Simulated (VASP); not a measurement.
A run of VASP 6.6.1:

The input INCAR:

```
PREC = Accurate ; ENCUT = 600
EDIFF = 1E-6 ; ISMEAR = 0
SIGMA = 0.02 ; LREAL = F
LASPH = T ; NELM = 120
ALGO = Normal ; ISIF = 2
LWAVE = F ; LCHARG = F
GGA = PS ; NBANDS = 28
GGA_COMPAT = F
```

KPOINTS

```
regular mesh
0
Gamma
  8 8 8
```

The input POSCAR:

```
SrTiO3
1.0
    4.1063487059      0.0000000000      0.0000000000
    0.0000000000      4.1063487059      0.0000000000
    0.0000000000      0.0000000000      3.7859541323
Sr O Ti
1 3 1
Direct
    0.0000000000      0.0000000000      0.0000000000
    0.5000000000      0.5000000000      0.0000000000
    0.0000000000      0.5000000000      0.5000000000
    0.5000000000      0.0000000000      0.5000000000
    0.5000000000      0.5000000000      0.5000000000
```

Potentials or basis: VASP PAW PBE potentials, release 64 (Sr_sv, O, Ti_sv).

Command:

```console
$ cat potpaw_PBE.64/Sr_sv/POTCAR potpaw_PBE.64/O/POTCAR potpaw_PBE.64/Ti_sv/POTCAR > POTCAR
$ mpirun -np 1 vasp_std > vasp.out
```

Hardware: 1 thread of Intel Xeon 8259CL, with other jobs on the host.

**Question.** Estimate the wall time of this run.

**Answer.** Run time: 5.1 min on 1 thread of Intel Xeon 8259CL, with other jobs on the host, peak memory 0.31 GiB. Counts: scf iterations 16, k points 75.
